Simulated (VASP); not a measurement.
Set up this calculation in VASP 6.6.1, as the native input.

```yaml
Task: single point
Functional: PBE
Potentials_or_basis: VASP PAW PBE potentials, release 64 (Rh_pv)
Cutoff: 500 eV
k_mesh: 7 × 7 × 4
Occupations: methfessel-paxton, width 0.1 eV
Spin: no spin polarisation
Dipole_correction: no
Further_INCAR_settings: ALGO = Normal; EDIFF = 1e-06; NBANDS = 22
```

The structure of Rh lies in POSCAR:

```
Rh
1.0
    2.7309811217      0.0000000000      0.0000000000
   -1.3654905608      2.3650990286      0.0000000000
    0.0000000000      0.0000000000      4.4284900000
Rh
2
Direct
    0.6682743646      0.3329285820      0.7516695013
    0.3349897804      0.6662821121      0.2516441631
```

This isn't the form of Rh at room conditions, which is fcc.

One way to write it, as run:

INCAR

```
PREC = Accurate ; ENCUT = 500
EDIFF = 1E-6 ; ISMEAR = 1
SIGMA = 0.1 ; LREAL = False
LASPH = True ; NELM = 120
ALGO = Normal ; ISIF = 2
LWAVE = False ; LCHARG = True
GGA = PE ; LELF = True
LVHAR = True ; NBANDS = 22
GGA_COMPAT = False
```

KPOINTS

```
regular mesh
0
Gamma
  7 7 4
```

Potentials or basis: VASP PAW PBE potentials, release 64 (Rh_pv).

Run with:

```console
$ cat potpaw_PBE.64/Rh_pv/POTCAR > POTCAR
$ mpirun -np 1 vasp_std > vasp.out
```

Results of the run:

```json
{
  "Pressure": "-4.4 GPa",
  "Band gap on the k mesh": "zero (bands 15 and 16 overlap by 1.97 eV)"
}
```

Caveat: the k points lie up to 0.38 Å⁻¹ apart, too coarse for converged energies and pressures of a metal.

Run time: 10 s on 1 thread of Intel(R) Xeon(R) 6975P-C (Granite Rapids) (shared host), peak memory 0.15 GiB.
